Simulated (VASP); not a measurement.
Wanted: the native input for a VASP 6.6.1 run.

```
Task                   : single point
Functional             : PBE
Potentials or basis    : VASP PAW PBE potentials, release 64 (Hf_pv, C)
Cutoff                 : 520 eV
k mesh                 : 6 × 6 × 4
Occupations            : gaussian, width 0.1 eV
Spin                   : no spin polarisation
Dipole correction      : no
Further INCAR settings : ALGO = Normal; EDIFF = 1e-06; NBANDS = 16
```

The structure of HfC2 lies in POSCAR:

```
HfC2
1.0
    3.4709153665      0.0000000000      0.0000000000
   -1.7354576833      3.0059008818      0.0000000000
    0.0000000000      0.0000000000      5.6132500950
Hf C
1 2
Direct
    0.0000000000      0.0000000000      0.5000000000
    0.0000000000      0.0000000000      0.8878870026
    0.0000000000      0.0000000000      0.1121129974
```

The cell was generated, and may not be a known phase.

The input as run:

INCAR

```
PREC     = Accurate       # precision mode
ENCUT    = 520            # plane-wave cutoff, eV
EDIFF    = 1E-6           # SCF threshold, eV
ISMEAR   = 0              # smearing method
SIGMA    = 0.1            # smearing width, eV
LREAL    = F              # projectors in reciprocal space
LASPH    = T              # aspherical terms in the spheres
NELM     = 60             # most SCF steps
ALGO     = Normal         # electronic algorithm
ISIF     = 2              # what is computed and relaxed
LWAVE    = F              # write WAVECAR
LCHARG   = T              # write CHGCAR
GGA      = PE             # functional
LELF     = T              # ELF
LVHAR    = T            
NBANDS   = 16             # bands
```

KPOINTS

```
regular mesh
0
Gamma
  6 6 4
```

Potentials or basis: VASP PAW PBE potentials, release 64 (Hf_pv, C).

Run with:

```console
$ cat potpaw_PBE.64/Hf_pv/POTCAR potpaw_PBE.64/C/POTCAR > POTCAR
$ mpirun -np 1 vasp_std > vasp.out
```

It gave:

```yaml
Pressure: -0.1 GPa
Largest_force: 0.156 eV/Å
Band_gap_on_the_k_mesh: zero (bands 9 and 10 overlap by 0.82 eV)
```

Caveat: spin-orbit coupling is left out, which moves the levels of the heavy elements.

Run time: 44 s on 1 thread of Intel Xeon 8259CL, on a shared host, peak memory 0.18 GiB.
